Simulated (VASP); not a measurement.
# Nb (Im-3m) in VASP: notebook

Runs on Nb. Level: r2SCAN. Tasks: single point.

Program: VASP 6.6.1. These are calculated values, not measurements. Logs are shortened: lines on timing, memory, paths and dates and some standing lists are left out, and cuts for length are marked.

**1. The cell of the first run**

It takes space group Im-3m (No. 229, cubic). The conventional cell has a = 3.288 Å, b = 3.288 Å, c = 3.288 Å, α = 90.00°, β = 90.00°, γ = 90.00°. Within 3.8 Å of Nb (site symmetry m-3m) lie 14 Nb at 2.85 to 3.29 Å.

**2. Single point, r2SCAN**

File POSCAR:

```
Nb
1.0
   -1.6438059488      1.6438059488      1.6438059488
    1.6438059488     -1.6438059488      1.6438059488
    1.6438059488      1.6438059488     -1.6438059488
Nb
1
Direct
    0.0000000000      0.0000000000      0.0000000000
```

File INCAR.step1:

```
PREC     = Accurate       # precision mode
ENCUT    = 520            # plane-wave cutoff, eV
ISMEAR   = -1             # smearing method
SIGMA    = 0.1            # smearing width, eV
LREAL    = F              # projectors in reciprocal space
LASPH    = T              # aspherical terms in the spheres
NELM     = 100            # most SCF steps
NBANDS   = 12             # bands
GGA      = PE             # functional
ALGO     = Normal         # electronic algorithm
EDIFF    = 1E-4           # SCF threshold, eV
LWAVE    = T              # write WAVECAR
LCHARG   = F              # write CHGCAR
```

File INCAR.step2:

```
PREC     = Accurate       # precision mode
ENCUT    = 520            # plane-wave cutoff, eV
EDIFF    = 1E-7           # SCF threshold, eV
ISMEAR   = -1             # smearing method
SIGMA    = 0.1            # smearing width, eV
LREAL    = F              # projectors in reciprocal space
LASPH    = T              # aspherical terms in the spheres
NELM     = 100            # most SCF steps
ALGO     = Normal         # electronic algorithm
ISIF     = 2              # what is computed and relaxed
LWAVE    = F              # write WAVECAR
LCHARG   = F              # write CHGCAR
METAGGA  = R2SCAN         # meta-GGA
LMIXTAU  = T            
NBANDS   = 12             # bands
ISTART   = 1
```

File KPOINTS:

```
regular mesh
0
Gamma
  14 14 14
```

Potentials or basis: VASP PAW PBE potentials, release 64 (Nb_sv).

Command:

```console
> cat potpaw_PBE.64/Nb_sv/POTCAR > POTCAR
> cp INCAR.step1 INCAR
> mpirun -np 1 vasp_std > vasp.out
> cp INCAR.step2 INCAR
> mpirun -np 1 vasp_std > vasp.out
```

OUTCAR:

```text
PREC = Accurate
   ENCUT = 520
   EDIFF = 1E-7
   ISMEAR = -1
   LREAL = F
   LASPH = T
   NELM = 100
   ISIF = 2
   METAGGA = R2SCAN
   ISTART = 1

 ion  position               nearest neighbor table
   1  0.000  0.000  0.000-

  LATTYP: Found a body centered cubic cell.
 ALAT       =     3.2876118976

  Lattice vectors:

 A1 = (  -1.6438059488,   1.6438059488,   1.6438059488)
 A2 = (   1.6438059488,  -1.6438059488,   1.6438059488)
 A3 = (   1.6438059488,   1.6438059488,  -1.6438059488)

Analysis of symmetry for initial positions (statically):
=====================================================================
 Subroutine PRICEL returns:
 Original cell was already a primitive cell.

 Routine SETGRP: Setting up the symmetry group for a
 body centered cubic supercell.

 Subroutine GETGRP returns: Found 48 space group operations
 (whereof 48 operations were pure point group operations)
 out of a pool of 48 trial point group operations.

The static configuration has the point symmetry O_h .

Analysis of symmetry for dynamics (positions and initial velocities):
=====================================================================
 Subroutine PRICEL returns:
 Original cell was already a primitive cell.

 Routine SETGRP: Setting up the symmetry group for a
 body centered cubic supercell.

 Subroutine GETGRP returns: Found 48 space group operations
 (whereof 48 operations were pure point group operations)
 out of a pool of 48 trial point group operations.

The dynamic configuration has the point symmetry O_h .

 Subroutine INISYM returns: Found 48 space group operations
 (whereof 48 operations are pure point group operations),
 and found     1 'primitive' translations

----------------------------------------------------------------------------------------

                                     Primitive cell

  volume of cell :      17.7669

  direct lattice vectors                    reciprocal lattice vectors
    -1.643805949  1.643805949  1.643805949     0.000000000  0.304172156  0.304172156
     1.643805949 -1.643805949  1.643805949     0.304172156  0.000000000  0.304172156
     1.643805949  1.643805949 -1.643805949     0.304172156  0.304172156  0.000000000

  length of vectors
     2.847155421  2.847155421  2.847155421     0.430164389  0.430164389  0.430164389

  position of ions in fractional coordinates (direct lattice)
     0.000000000  0.000000000  0.000000000

  ion indices of the primitive-cell ions
   primitive index   ion index
                 1           1

----------------------------------------------------------------------------------------

 KPOINTS: regular mesh

Automatic generation of k-mesh.
 Grid dimensions read from file:
 generate k-points for:   14   14   14

 Generating k-lattice:

  Cartesian coordinates                     Fractional coordinates (reciprocal lattice)
     0.000000000  0.021726583  0.021726583     0.071428571  0.000000000  0.000000000
     0.021726583  0.000000000  0.021726583     0.000000000  0.071428571  0.000000000
     0.021726583  0.021726583  0.000000000     0.000000000  0.000000000  0.071428571

  Length of vectors
     0.030726028  0.030726028  0.030726028

  Shift w.r.t. Gamma in fractional coordinates (k-lattice)
     0.000000000  0.000000000  0.000000000

 Subroutine IBZKPT returns following result:
 ===========================================

 Found    104 irreducible k-points:

 Following reciprocal coordinates:
            Coordinates               Weight
  0.000000  0.000000  0.000000      1.000000
  0.071429  0.000000  0.000000     12.000000
  0.142857  0.000000  0.000000     12.000000
  0.214286  0.000000  0.000000     12.000000
  0.285714  0.000000  0.000000     12.000000
  0.357143  0.000000  0.000000     12.000000
[... 16 lines left out ...]
  0.285714  0.285714  0.000000     24.000000
  0.357143  0.285714  0.000000     24.000000
 [... further k-points ...]
   k-points           NKPTS =    104   k-points in BZ     NKDIM =    104   number of bands    NBANDS=     12
   number of dos      NEDOS =    301   number of ions     NIONS =      1
   total plane-waves  NPLWV =  13824
   dimension x,y,z NGX =    24 NGY =   24 NGZ =   24
   dimension x,y,z NGXF=    48 NGYF=   48 NGZF=   48
   ions per type =               1
   NGX,Y,Z   is equivalent  to a cutoff of  14.01, 14.01, 14.01 a.u.
   NGXF,Y,Z  is equivalent  to a cutoff of  28.03, 28.03, 28.03 a.u.
 SYSTEM =  unknown system
   PREC   = accura    normal or accurate (medium, high low for compatibility)
   ISTART =      1    job   : 0-new  1-cont  2-samecut
   ICHARG =      0    charge: 1-file 2-atom 10-const
   ISPIN  =      1    spin polarized calculation?
   LNONCOLLINEAR =      F non collinear calculations
   LSORBIT =      F    spin-orbit coupling
   LASPH  =      T    aspherical Exc in radial PAW
   ENCUT  =  520.0 eV  38.22 Ry    6.18 a.u.   5.29  5.29  5.29*2*pi/ulx,y,z
   NELM   =    100;   NELMIN=  2; NELMDL=  0     # of ELM steps
   EDIFF  = 0.1E-06   stopping-criterion for ELM
   LREAL  =      F    real-space projection
   EDIFFG = 0.1E-05   stopping-criterion for IOM
   NSW    =      0    number of steps for IOM
   IBRION =     -1    ionic relax: 0-MD 1-quasi-New 2-CG
   NFREE  =      0    steps in history (QN), initial steepest desc. (CG)
   ISIF   =      2    stress and relaxation
   ISYM   =      2    0-nonsym 1-usesym 2-fastsym
   POTIM  = 0.5000    time-step for ionic-motion
   TEBEG  =    0.0;   TEEND  =   0.0 temperature during run
   PSTRESS=    0.0 pullay stress
   NELECT =      13.0000    total number of electrons
   NUPDOWN=      -1.0000    fix difference up-down
   EMIN   =  10.00;   EMAX   =-10.00  energy-range for DOS
   EFERMI =   0.00;   METHOD = LEGACY
   ISMEAR =    -1;   SIGMA  =   0.10  broadening in eV -4-tet -1-fermi 0-gaus
   EFERMI_NEDOS =   21; number of points for ismear=-14 and -15
   IALGO  =     38    algorithm
   IMIX   =      4    mixing-type and parameters
     AMIX     =   0.40;   BMIX     =  1.00
     AMIX_MAG =   1.60;   BMIX_MAG =  1.00
  volume/ion in A,a.u.               =      17.77       119.90
  Fermi-wavevector in a.u.,A,eV,Ry     =   1.475204  2.787731 29.609362  2.176227
  Thomas-Fermi vector in A             =   2.589882
   LORBIT       =      0    0 simple, 1 ext, 2 COOP (PROOUT), +10 PAW based schemes
   METAGGA = R2SCAN    functional components
   LHFCALC =     F    Hartree Fock is set to
   AEXX    =    0.0000 exact exchange contribution
   IVDW    =     0    specifies the selected vdW correction
   LEPSILON=     F    determine dielectric tensor
   LRPA    =     F    only Hartree local field effects (RPA)
 non-spin polarized calculation
  energy-cutoff  :      520.00
  volume of cell :       17.77
 maximum number of plane-waves:       490
 NGX is ok and might be reduce to    24
   NGX = 11   NGY = 11   NGZ = 11

 number of electron      13.0000001 magnetization

 Free energy of the ion-electron system (eV)
  ---------------------------------------------------
  ext. energy  EPLUGINS =         0.00000000
  ---------------------------------------------------
  free energy    TOTEN  =       -24.86177119 eV

  energy without entropy =      -24.81403958  energy(sigma->0) =      -24.83790538

 E-fermi :  11.3503     XC(G=0): -13.7064

 val. band max:       11.3267884333   @ k =   0.5000   0.5000   0.1429
 cond. band min:      11.3539451842   @ k =  -0.2143   0.2143   0.1429
 fundamental gap:      0.0271567509
 Fermi energy:        11.3502972624

 k-point     1 :       0.0000    0.0000    0.0000
  band No.  band energies     occupation
      1     -44.8092      2.00000
      2     -19.3169      2.00000
      3     -19.3169      2.00000
      4     -19.3169      2.00000
      5       5.0202      2.00000
      6      11.7688      0.03000
      7      11.7688      0.03000
      8      11.7688      0.03000
      9      14.9364      0.00000
     10      14.9364      0.00000
     11      26.2447      0.00000
     12      26.2447      0.00000

 k-point     2 :       0.0714    0.0000    0.0000
  band No.  band energies     occupation
      1     -44.7955      2.00000
      2     -19.3979      2.00000
      3     -19.3411      2.00000
      4     -19.3177      2.00000
      5       5.2442      2.00000
      6      11.6278      0.11735
      7      11.7306      0.04362
      8      11.9820      0.00360
      9      14.7214      0.00000
     10      14.9349      0.00000
     11      26.4280      0.00000
     12      26.6339      0.00000

 k-point     3 :       0.1429    0.0000    0.0000
  band No.  band energies     occupation
      1     -44.7569      2.00000
      2     -19.6209      2.00000
      3     -19.4083      2.00000
      4     -19.3197      2.00000
      5       5.8646      2.00000
      6      11.2584      1.42981
      7      11.5608      0.21731
      8      12.6086      0.00001
      9      14.3623      0.00000
     10      14.9497      0.00000
     11      26.8013      0.00000
     12      27.7426      0.00000
[... 286 lines left out ...]
 k-point    23 :       0.2857    0.2857    0.0000
  band No.  band energies     occupation
      1     -44.5003      2.00000
      2     -20.5322      2.00000
      3     -20.1299      2.00000
      4     -19.4962      2.00000
      5       8.8991      2.00000
      6       9.9262      2.00000
      7      10.9095      1.97593
      8      14.8784      0.00000
      9      15.7324      0.00000
     10      20.8581      0.00000
     11      23.0203      0.00000
     12      24.9033      0.00000

 k-point    24 :       0.3571    0.2857    0.0000
  band No.  band energies     occupation
      1     -44.4913      2.00000
      2     -20.4752      2.00000
      3     -20.2426      2.00000
      4     -19.5038      2.00000
      5       8.9521      2.00000
      6      10.0863      1.99999
      7      10.7585      1.99463
      8      15.1278      0.00000
      9      15.6420      0.00000
     10      22.0376      0.00000
     11      22.4235      0.00000
     12      23.9554      0.00000

 [... further k-points ...]
[... 5 lines left out ...]
  --------------------------------------------------------------------------------------
  -------------------------------------------------------------------------------------
  Total        0.3157993      0.3157993      0.3157993     -0.0000000      0.0000000      0.0000000
  in kB       28.4780423     28.4780423     28.4780423     -0.0000000      0.0000000      0.0000000
  external PRESSURE =      28.4780423 kB  Pullay stress =       0.0000000 kB

 VOLUME and BASIS-vectors are now :
 -----------------------------------------------------------------------------
  energy-cutoff  :      520.00
  volume of cell :       17.77
      direct lattice vectors                 reciprocal lattice vectors
    -1.643805949  1.643805949  1.643805949     0.000000000  0.304172156  0.304172156
     1.643805949 -1.643805949  1.643805949     0.304172156  0.000000000  0.304172156
     1.643805949  1.643805949 -1.643805949     0.304172156  0.304172156  0.000000000

 POSITION                                       TOTAL-FORCE (eV/Angst)
 -----------------------------------------------------------------------------------
      0.00000      0.00000      0.00000        -0.000000      0.000000      0.000000
 -----------------------------------------------------------------------------------
    total drift:                                0.000000      0.000000     -0.000000

  FREE ENERGIE OF THE ION-ELECTRON SYSTEM (eV)
  ---------------------------------------------------
  free  energy   TOTEN  =       -24.8617711853 eV

  energy  without entropy=      -24.8140395813  energy(sigma->0) =      -24.83790538
```

Wall time 58 s (1 thread of Intel Xeon Platinum 8259CL at 2.50GHz (Skylake/Cascade Lake), shared host); peak memory 0.16 GiB.

What came out:

```
Free energy : -24.8618 eV
Pressure    : 2.8 GPa
```

Caveat: the PAW data sets were made with another functional, which shifts forces and pressure a little.

**3. Single point, r2SCAN**

This run uses another cell than the first one, of 18.31 Å³/atom, 1.031 times its volume.

File POSCAR:

```
Nb
1.0
   -1.6604111732      1.6604111732      1.6604111732
    1.6604111732     -1.6604111732      1.6604111732
    1.6604111732      1.6604111732     -1.6604111732
Nb
1
Direct
    0.0000000000      0.0000000000      0.0000000000
```

File INCAR.step1:

```
SYSTEM = Nb
PREC = Accurate
ENCUT = 520
ISMEAR = -1
SIGMA = 0.1
LREAL = .FALSE.
LASPH = .TRUE.
NELM = 80
NBANDS = 12
GGA = PE
ALGO = Normal
EDIFF = 1E-4
LWAVE = .TRUE.
LCHARG = .FALSE.
```

File INCAR.step2:

```
SYSTEM = Nb
PREC = Accurate
ENCUT = 520
EDIFF = 1E-6
ISMEAR = -1
SIGMA = 0.1
LREAL = .FALSE.
LASPH = .TRUE.
NELM = 80
ALGO = Normal
ISIF = 2
LWAVE = .FALSE.
LCHARG = .FALSE.
METAGGA = R2SCAN
LMIXTAU = .TRUE.
NBANDS = 12
ISTART = 1
```

File KPOINTS:

```
regular mesh
0
G
  14 14 14
  0 0 0
```

Potentials or basis: VASP PAW PBE potentials, release 64 (Nb_sv).

Command:

```console
> cat potpaw_PBE.64/Nb_sv/POTCAR > POTCAR
> cp INCAR.step1 INCAR
> mpirun -np 1 vasp_std > vasp.out
> cp INCAR.step2 INCAR
> mpirun -np 1 vasp_std > vasp.out
```

It took 47 s on 1 thread of Intel Xeon Platinum 8259CL at 2.50GHz (Skylake/Cascade Lake), shared host; peak memory 0.15 GiB.

Results (log left out):

| Quantity | Value |
| --- | --- |
| Free energy | -24.8626 eV |
| Pressure | -2.4 GPa |

Levels at points of the mesh, in eV from the Fermi level:
```csv
k point,band 4,band 5,band 6,band 7,band 8,band 9
"(0.00, 0.00, 0.00)",-30.77,-6.28,0.43,0.43,0.43,3.50
"(0.50, 0.00, 0.00)",-30.78,-3.85,-1.68,2.15,3.50,4.22
"(0.50, 0.50, 0.50)",-31.71,-3.80,-3.80,5.73,5.73,5.73
```

Caveat: the PAW data sets were made with another functional, which shifts forces and pressure a little.

[end of part 1 of 2]
